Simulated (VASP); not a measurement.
Here is a VASP 6.6.1 calculation.

INCAR

```
ALGO = Normal ; EDIFF = 1E-7
ENCUT = 520 ; ISIF = 2
ISMEAR = -1 ; LASPH = True
LCHARG = False ; LREAL = False
LWAVE = False ; NBANDS = 11
NELM = 60 ; PREC = Accurate
SIGMA = 0.05
```

Contents of KPOINTS:

```
k-points
0
Gamma
  10 10 10
```

File POSCAR:

```
Hf
1.0
   -1.6117143035      1.6117143035      1.6117143035
    1.6117143035     -1.6117143035      1.6117143035
    1.6117143035      1.6117143035     -1.6117143035
Hf
1
Direct
    0.0000000000      0.0000000000      0.0000000000
```

Potentials or basis: VASP PAW LDA potentials, release 64 (Hf_pv).

Launch:

```bash
$ cat potpaw_LDA.64/Hf_pv/POTCAR > POTCAR
$ mpirun -np 1 vasp_std > vasp.out
```

What does it give for the band gap on the k mesh?

Zero (band 5 reaches 8.24 eV, above the bottom of band 6 at 5.93 eV).

Estimate the pressure.

30.3 GPa.

Caveat: spin-orbit coupling is left out, which moves the levels of the heavy elements.
